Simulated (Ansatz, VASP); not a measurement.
# Two plane-wave programs on Mg

```
CELL_PARAMETERS angstrom
0.00000 2.26163 2.26163
2.26163 0.00000 2.26163
2.26163 2.26163 0.00000
ATOMIC_POSITIONS crystal
Mg 0.00000 0.00000 0.00000
```

Alike in both runs: functional PBE; k mesh 15 × 15 × 15; occupations fermi-dirac, width 0.1 eV; no spin polarisation.

Ansatz relaxed the structure, and its values are those at the end. VASP's run is a single point on that final structure, the one shown.

|  | VASP | Ansatz |
| --- | --- | --- |
| version | VASP 6.6.1 | Ansatz 0.2.0 |
| potentials or method | VASP PAW PBE potentials, release 64 (Mg) | PAW with Ansatz's default frozen-core files, scalar-relativistic |
| plane-wave cutoff (eV) | 520 | 420 |
| valence electrons in the cell | 2 | 10 |

VASP gave:

* pressure (GPa): -0.1

Estimate Ansatz's values.

pressure (GPa): 0.0.

VASP's potentials hold 2 valence electrons a cell and Ansatz's 10, so a difference there can come from the potentials and not from the codes.
